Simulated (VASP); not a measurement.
# SrLiH3 (Pm-3m) in VASP: settings compared, part 2 of 2

VASP 6.6.1. The steps go on from the part before.

## (4) Relaxation of cell and atoms, revPBE+D3(BJ)

This run uses another cell than the first one, of 19.86 Å³/atom.

Input file INCAR:

```
SYSTEM = SrLiH3
PREC = Accurate ; ENCUT = 600
EDIFF = 1E-6 ; ISMEAR = 0
SIGMA = 0.01 ; LREAL = .FALSE.
LASPH = .TRUE. ; NELM = 60
ALGO = Normal ; ISIF = 3
LWAVE = .FALSE. ; LCHARG = .FALSE.
GGA = RE ; IVDW = 12
IBRION = 2 ; NSW = 80
EDIFFG = -0.02
```

Input file KPOINTS:

```
regular mesh
0
G
  4 4 4
  0 0 0
```

Input file POSCAR:

```
SrLiH3
1.0
    4.6307910000      0.0000000000      0.0000000000
    0.0000000000      4.6307910000      0.0000000000
    0.0000000000      0.0000000000      4.6307910000
Li Sr H
1 1 3
Direct
    0.0000000000      0.0000000000      0.0000000000
    0.5000000000      0.5000000000      0.5000000000
    0.0000000000      0.5000000000      0.5000000000
    0.5000000000      0.0000000000      0.5000000000
    0.5000000000      0.5000000000      0.0000000000
```

Potentials or basis: VASP PAW PBE potentials, release 64 (Li_sv, Sr_sv, H).

Launch:

```sh
$ cat potpaw_PBE.64/Li_sv/POTCAR potpaw_PBE.64/Sr_sv/POTCAR potpaw_PBE.64/H/POTCAR > POTCAR
$ mpirun -np 1 vasp_std > vasp.out
```

OUTCAR:

```text
SYSTEM = SrLiH3
   PREC = Accurate
   ENCUT = 600
   EDIFF = 1E-6
   ISMEAR = 0
   LREAL = .FALSE.
   LASPH = .TRUE.
   NELM = 60
   ISIF = 3
   GGA = RE
   IVDW = 12
   IBRION = 2
   NSW = 80
   EDIFFG = -0.02
 IVDW          = 12

 ion  position               nearest neighbor table
   1  0.000  0.000  0.000-
   2  0.500  0.500  0.500-   3 2.32   4 2.32   5 2.32   5 2.32   4 2.32   3 2.32
   3  0.000  0.500  0.500-   2 2.32   2 2.32
   4  0.500  0.000  0.500-   2 2.32   2 2.32
   5  0.500  0.500  0.000-   2 2.32   2 2.32

  LATTYP: Found a simple cubic cell.
 ALAT       =     4.6307910000

  Lattice vectors:

 A1 = (   4.6307910000,   0.0000000000,   0.0000000000)
 A2 = (   0.0000000000,   4.6307910000,   0.0000000000)
 A3 = (   0.0000000000,   0.0000000000,   4.6307910000)

Analysis of symmetry for initial positions (statically):
=====================================================================
 Subroutine PRICEL returns:
 Original cell was already a primitive cell.

 Routine SETGRP: Setting up the symmetry group for a
 simple cubic supercell.

 Subroutine GETGRP returns: Found 48 space group operations
 (whereof 48 operations were pure point group operations)
 out of a pool of 48 trial point group operations.

The static configuration has the point symmetry O_h .

Analysis of symmetry for dynamics (positions and initial velocities):
=====================================================================
 Subroutine PRICEL returns:
 Original cell was already a primitive cell.

 Routine SETGRP: Setting up the symmetry group for a
 simple cubic supercell.

 Subroutine GETGRP returns: Found 48 space group operations
 (whereof 48 operations were pure point group operations)
 out of a pool of 48 trial point group operations.

The dynamic configuration has the point symmetry O_h .

 Subroutine INISYM returns: Found 48 space group operations
 (whereof 48 operations are pure point group operations),
 and found     1 'primitive' translations

----------------------------------------------------------------------------------------

                                     Primitive cell

[... 83 lines left out ...]
   EDIFFG = -.2E-01   stopping-criterion for IOM
   NSW    =     80    number of steps for IOM
   IBRION =      2    ionic relax: 0-MD 1-quasi-New 2-CG
   NFREE  =      1    steps in history (QN), initial steepest desc. (CG)
   ISIF   =      3    stress and relaxation
   ISYM   =      2    0-nonsym 1-usesym 2-fastsym
   POTIM  = 0.5000    time-step for ionic-motion
   TEBEG  =    0.0;   TEEND  =   0.0 temperature during run
   PSTRESS=    0.0 pullay stress
   NELECT =      16.0000    total number of electrons
   NUPDOWN=      -1.0000    fix difference up-down
   EMIN   =  10.00;   EMAX   =-10.00  energy-range for DOS
   EFERMI =   0.00;   METHOD = LEGACY
   ISMEAR =     0;   SIGMA  =   0.01  broadening in eV -4-tet -1-fermi 0-gaus
   EFERMI_NEDOS =   21; number of points for ismear=-14 and -15
   IALGO  =     38    algorithm
   IMIX   =      4    mixing-type and parameters
     AMIX     =   0.40;   BMIX     =  1.00
     AMIX_MAG =   1.60;   BMIX_MAG =  1.00
  volume/ion in A,a.u.               =      19.86       134.03
  Fermi-wavevector in a.u.,A,eV,Ry     =   0.890826  1.683417 10.797193  0.793571
  Thomas-Fermi vector in A             =   2.012567
   LORBIT       =      0    0 simple, 1 ext, 2 COOP (PROOUT), +10 PAW based schemes
   GGA     = RE    functional components
   LHFCALC =     F    Hartree Fock is set to
   AEXX    =    0.0000 exact exchange contribution
   IVDW    =    12    specifies the selected vdW correction
   LEPSILON=     F    determine dielectric tensor
   LRPA    =     F    only Hartree local field effects (RPA)
 conjugate gradient relaxation of ions
 non-spin polarized calculation
 Gauss-broadening in eV      SIGMA  =   0.01
  energy-cutoff  :      600.00
  volume of cell :       99.30
 maximum number of plane-waves:      3362
 NGX is ok and might be reduce to    40
   NGX = 19   NGY = 19   NGZ = 19

--------------------------------------- Ionic step        1  -------------------------------------------

 number of electron      16.0000012 magnetization

 Free energy of the ion-electron system (eV)
  ---------------------------------------------------
  ext. energy  EPLUGINS =         0.00000000
  ---------------------------------------------------
  free energy    TOTEN  =       -13.72491032 eV

  energy without entropy =      -13.72491032  energy(sigma->0) =      -13.72491032

------------------------ aborting loop because EDIFF is reached ----------------------------------------

 Edisp (eV)   -0.84336

 E8    (eV) :    -0.5816
[... 77 lines left out ...]
--------------------------------------- Ionic step        3  -------------------------------------------

 number of electron      16.0000010 magnetization

 Free energy of the ion-electron system (eV)
  ---------------------------------------------------
  ext. energy  EPLUGINS =         0.00000000
  ---------------------------------------------------
  free energy    TOTEN  =       -13.71064665 eV

  energy without entropy =      -13.71064665  energy(sigma->0) =      -13.71064665

 E-fermi :  -1.2822     XC(G=0):  -6.6709

 val. band max:       -1.3277190303   @ k =   0.5000   0.5000   0.5000
 cond. band min:       0.5858215733   @ k =   0.5000   0.5000   0.0000
 fundamental gap:      1.9135406036
 Fermi energy:        -1.2822070994

 k-point     1 :       0.0000    0.0000    0.0000
  band No.  band energies     occupation
      1     -49.1865      2.00000
      2     -34.1261      2.00000
      3     -16.1911      2.00000
      4     -16.1911      2.00000
      5     -16.1911      2.00000
      6      -4.4219      2.00000
      7      -2.3030      2.00000
      8      -2.3030      2.00000
      9       4.0044      0.00000
     10       4.0335      0.00000
     11       4.0335      0.00000
     12       4.0335      0.00000
[... 169 lines left out ...]
  FREE ENERGIE OF THE ION-ELECTRON SYSTEM (eV)
  ---------------------------------------------------
  free  energy   TOTEN  =       -14.5718491449 eV

  energy  without entropy=      -14.5718491449  energy(sigma->0) =      -14.57184914

 reached required accuracy - stopping structural energy minimisation
```

OSZICAR:

```text
N       E                     dE             d eps       ncg     rms          rms(c)
DAV:   1     0.803826924479E+02    0.80383E+02   -0.69925E+03   240   0.128E+03
DAV:   2    -0.683136036323E+01   -0.87214E+02   -0.81121E+02   284   0.230E+02
DAV:   3    -0.150215785316E+02   -0.81902E+01   -0.81393E+01   412   0.674E+01
[... 24 lines left out ...]
DAV:   3    -0.137106268625E+02    0.23364E-02   -0.47106E-03   384   0.474E-01    0.398E-01
DAV:   4    -0.137105156607E+02    0.11120E-03   -0.16095E-03   372   0.248E-01    0.181E-01
DAV:   5    -0.137106400165E+02   -0.12436E-03   -0.65314E-04   388   0.151E-01    0.215E-02
DAV:   6    -0.137106470768E+02   -0.70603E-05   -0.16551E-05   288   0.405E-02    0.132E-02
DAV:   7    -0.137106466519E+02    0.42488E-06   -0.47024E-07   160   0.497E-03
   3 F= -.14571849E+02 E0= -.14571849E+02  d E =-.357984E-02
```

Wall time 46 s (1 thread of AMD EPYC 7R13, shared host); peak memory 0.26 GiB.

What came out:

```
Free energy                           : -14.5718 eV
Relaxed volume                        : 19.44 Å³/atom
Relaxed cell                          : a = 4.598 Å, b = 4.598 Å, c = 4.598 Å, α = 90.00°, β = 90.00°, γ = 90.00°
Space group after relaxing (to 0.1 Å) : Pm-3m (No. 221)
Energy gained by relaxing             : 0.7 meV/atom
Ionic steps                           : 3
Pressure after relaxing               : 0.0 GPa
Band gap on the k mesh                : 1.91 eV (least direct gap 2.33 eV)
Dispersion energy per atom            : -0.172 eV
```

The path:
```tsv
step	energy change (eV)	largest force (eV/Å)	pressure (GPa)	volume (Å³)
1	0.0000	0.0000	-0.49	99.30
2	-0.0022	0.0000	-0.31	98.43
3	-0.0036	0.0000	-0.04	97.21
```

Final structure:
```xyz
5
Lattice="4.5980 0.0000 0.0000 0.0000 4.5980 0.0000 0.0000 0.0000 4.5980" Properties=species:S:1:pos:R:3 pbc="T T T"
Li    0.0000    0.0000    0.0000
Sr    2.2990    2.2990    2.2990
H     0.0000    2.2990    2.2990
H     2.2990    0.0000    2.2990
H     2.2990    2.2990    0.0000
```

Caveat: the cutoff is under 1.25 times the usual one of these potentials, so pressure, stress and relaxed cells hold a basis-set (Pulay) error; the PAW data sets were made with another functional, which shifts forces and pressure a little. A k mesh can miss the band edges.

## (5) Relaxation of cell and atoms, PBE

This run uses another cell than the first one, of 19.86 Å³/atom.

Input file INCAR:

```
ALGO = Normal
EDIFF = 1E-7
EDIFFG = -0.02
ENCUT = 600
GGA = PE
IBRION = 2
ISIF = 3
ISMEAR = 0
LASPH = True
LCHARG = False
LREAL = False
LWAVE = False
NELM = 100
NSW = 80
PREC = Accurate
SIGMA = 0.01
```

Input file KPOINTS:

```
k-points
0
Gamma
  4 4 4
```

POSCAR is that of step 4.

Potentials or basis: VASP PAW PBE potentials, release 64 (Li_sv, Sr_sv, H).

Launch:

```sh
$ cat potpaw_PBE.64/Li_sv/POTCAR potpaw_PBE.64/Sr_sv/POTCAR potpaw_PBE.64/H/POTCAR > POTCAR
$ mpirun -np 1 vasp_std > vasp.out
```

OUTCAR:

```text
EDIFF = 1E-7
   EDIFFG = -0.02
   ENCUT = 600
   GGA = PE
   IBRION = 2
   ISIF = 3
   ISMEAR = 0
   LASPH = True
   LREAL = False
   NELM = 100
   NSW = 80
   PREC = Accurate

 ion  position               nearest neighbor table
   1  0.000  0.000  0.000-
   2  0.500  0.500  0.500-   3 2.32   4 2.32   5 2.32   5 2.32   4 2.32   3 2.32
   3  0.000  0.500  0.500-   2 2.32   2 2.32
   4  0.500  0.000  0.500-   2 2.32   2 2.32
   5  0.500  0.500  0.000-   2 2.32   2 2.32

  LATTYP: Found a simple cubic cell.
 ALAT       =     4.6307910000

  Lattice vectors:

 A1 = (   4.6307910000,   0.0000000000,   0.0000000000)
 A2 = (   0.0000000000,   4.6307910000,   0.0000000000)
 A3 = (   0.0000000000,   0.0000000000,   4.6307910000)

Analysis of symmetry for initial positions (statically):
=====================================================================
 Subroutine PRICEL returns:
 Original cell was already a primitive cell.

 Routine SETGRP: Setting up the symmetry group for a
 simple cubic supercell.

 Subroutine GETGRP returns: Found 48 space group operations
[... 227 lines left out ...]
     12       3.7222      0.00000
[... 121 lines left out ...]
 k-point    10 :       0.5000    0.5000    0.5000
  band No.  band energies     occupation
      1     -49.1481      2.00000
      2     -34.3312      2.00000
      3     -16.4939      2.00000
      4     -16.4939      2.00000
      5     -16.4939      2.00000
      6      -1.4837      2.00000
      7      -1.4837      2.00000
      8      -1.4837      2.00000
      9       0.9770      0.00000
     10       0.9770      0.00000
     11       0.9770      0.00000
     12       2.9431      0.00000

------------------------ aborting loop because EDIFF is reached ----------------------------------------

  FORCE on cell =-STRESS in cart. coord.  units (eV):
  Direction    XX          YY          ZZ          XY          YZ          ZX
  --------------------------------------------------------------------------------------
  -------------------------------------------------------------------------------------
  Total        0.0767331      0.0767331      0.0767331     -0.0000000      0.0000000     -0.0000000
  in kB        1.2335458      1.2335458      1.2335458     -0.0000000      0.0000000     -0.0000000
  external PRESSURE =       1.2335458 kB  Pullay stress =       0.0000000 kB

 VOLUME and BASIS-vectors are now :
 -----------------------------------------------------------------------------
  energy-cutoff  :      600.00
  volume of cell :       99.66
      direct lattice vectors                 reciprocal lattice vectors
     4.636382835  0.000000000  0.000000000     0.215685381  0.000000000 -0.000000000
    -0.000000000  4.636382835 -0.000000000    -0.000000000  0.215685381  0.000000000
     0.000000000 -0.000000000  4.636382835    -0.000000000  0.000000000  0.215685381

 POSITION                                       TOTAL-FORCE (eV/Angst)
 -----------------------------------------------------------------------------------
      0.00000      0.00000      0.00000         0.000000     -0.000000      0.000000
      2.31819      2.31819      2.31819        -0.000000      0.000000      0.000000
      0.00000      2.31819      2.31819         0.000000      0.000000      0.000000
      2.31819     -0.00000      2.31819         0.000000      0.000000      0.000000
      2.31819      2.31819      0.00000         0.000000     -0.000000      0.000000
 -----------------------------------------------------------------------------------
    total drift:                                0.000000      0.000000     -0.000000

  FREE ENERGIE OF THE ION-ELECTRON SYSTEM (eV)
  ---------------------------------------------------
  free  energy   TOTEN  =       -13.8582220941 eV

  energy  without entropy=      -13.8582220941  energy(sigma->0) =      -13.85822209

 reached required accuracy - stopping structural energy minimisation
```

CONTCAR:

```text
SrLiH3
   1.00000000000000
     4.6363828349047944    0.0000000000000000    0.0000000000000000
    -0.0000000000000000    4.6363828349047944   -0.0000000000000000
     0.0000000000000000   -0.0000000000000000    4.6363828349047944
  Li              Sr              H
     1     1     3
Direct
     0.0000000000000000    0.0000000000000000    0.0000000000000000
     0.5000000000000000    0.5000000000000000    0.5000000000000000
     0.0000000000000000    0.5000000000000000    0.5000000000000000
     0.5000000000000000    0.0000000000000000    0.5000000000000000
     0.5000000000000000    0.5000000000000000    0.0000000000000000

  0.00000000E+00  0.00000000E+00  0.00000000E+00
  0.00000000E+00  0.00000000E+00  0.00000000E+00
  0.00000000E+00  0.00000000E+00  0.00000000E+00
  0.00000000E+00  0.00000000E+00  0.00000000E+00
  0.00000000E+00  0.00000000E+00  0.00000000E+00
```

Wall time 37 s (1 thread of AMD EPYC 7R13, shared host); peak memory 0.26 GiB.

Results:

```yaml
Free_energy: -13.8582 eV
Relaxed_volume: 19.93 Å³/atom
Relaxed_cell: a = 4.636 Å, b = 4.636 Å, c = 4.636 Å, α = 90.00°, β = 90.00°, γ = 90.00°
Space_group_after_relaxing_to_0.1_Å: Pm-3m (No. 221)
Energy_gained_by_relaxing: 0.1 meV/atom
Ionic_steps: 2
Pressure_after_relaxing: 0.1 GPa
Band_gap_on_the_k_mesh: 1.83 eV (least direct gap 2.25 eV)
```

The path:
```csv
step,energy change (eV),largest force (eV/Å),pressure (GPa),volume (Å³)
1,0.0000,0.0000,0.20,99.30
2,-0.0004,0.0000,0.12,99.66
```

Final structure:
```cif
data_structure
_symmetry_space_group_name_H-M 'P 1'
_symmetry_Int_Tables_number 1
_cell_length_a 4.6364
_cell_length_b 4.6364
_cell_length_c 4.6364
_cell_angle_alpha 90.000
_cell_angle_beta 90.000
_cell_angle_gamma 90.000
_cell_volume 99.66
loop_
_atom_site_label
_atom_site_type_symbol
_atom_site_fract_x
_atom_site_fract_y
_atom_site_fract_z
_atom_site_occupancy
Li1 Li 0.00000 0.00000 0.00000 1
Sr1 Sr 0.50000 0.50000 0.50000 1
H1 H 0.00000 0.50000 0.50000 1
H2 H 0.50000 0.00000 0.50000 1
H3 H 0.50000 0.50000 0.00000 1
```

Caveat: the cutoff is under 1.25 times the usual one of these potentials, so pressure, stress and relaxed cells hold a basis-set (Pulay) error. A k mesh can miss the band edges.

## (6) The runs side by side

```csv
task,level,cell,cutoff (eV),gap on the mesh (eV),pressure (GPa),relaxed volume (Å³/atom)
single point,r2SCAN+rVV10,"a = 4.640 Å, 5 atoms",520,2.31,-,-
single point,r2SCAN,"a = 4.654 Å, 5 atoms",520,2.37,-,-
relaxation of cell and atoms,revPBE+D3(BJ),"relaxed from a = 4.631 Å, 5 atoms",600,1.91,0.0,19.44
relaxation of cell and atoms,PBE,"relaxed from a = 4.631 Å, 5 atoms",600,1.83,0.1,19.93
```

Alike in all rows: potentials or basis VASP PAW PBE potentials, release 64 (Li_sv, Sr_sv, H); no spin polarisation; k mesh 4 × 4 × 4; smearing gaussian 0.01 eV.

Caveats: the cutoff is under 1.25 times the usual one of these potentials, so pressure, stress and relaxed cells hold a basis-set (Pulay) error; the PAW data sets were made with another functional, which shifts forces and pressure a little (at least some runs).

Total energies depend on the potentials used, so only differences within one code and one set of settings carry meaning.
